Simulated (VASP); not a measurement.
System: WS2, a slab with vacuum.

```xyz
3
Lattice="3.1835 0.0000 0.0000 -1.5918 2.7570 0.0000 0.0000 0.0000 16.9506" Properties=species:S:1:pos:R:3 pbc="T T T"
W     0.0000    0.0000    0.0000
S     0.0000    1.8380    1.5595
S     0.0000    1.8380   15.3911
```

Program: VASP 6.6.1. Alike in all runs: potentials or basis VASP PAW PBE potentials, release 64 (W_sv, S); no spin polarisation; cell as given; cutoff (eV) 520.

Q: Order these runs on this cell by their band gap on the k mesh, lowest first.
A. level PBEsol; k mesh 8 × 8 × 2; smearing gaussian 0.01 eV
B. level PBE0; k mesh 6 × 6 × 2; smearing fermi-dirac 0.05 eV; grid for exact exchange (PRECFOCK) Normal; share of exact exchange 0.25
C. level PBE-based screened hybrid with 20 % exact exchange; k mesh 5 × 5 × 1; smearing fermi-dirac 0.05 eV; grid for exact exchange (PRECFOCK) Normal; share of exact exchange 0.2; screening parameter 0.2 1/Å
D. level r2SCAN50; k mesh 5 × 5 × 1; smearing fermi-dirac 0.05 eV; grid for exact exchange (PRECFOCK) Normal; share of exact exchange 0.5
E. level PBE-based screened hybrid with 10 % exact exchange; k mesh 5 × 5 × 1; smearing fermi-dirac 0.05 eV; grid for exact exchange (PRECFOCK) Normal; share of exact exchange 0.1; screening parameter 0.2 1/Å

A: A (2.07 eV), E (2.43 eV), C (2.68 eV), B (2.97 eV), D (4.99 eV).

Caveats: some runs use coarse meshes; there is no dipole correction, which matters where the two faces differ; spin-orbit coupling is left out, which moves the levels of the heavy elements.

A k mesh can miss the band edges, odd and even meshes differently.
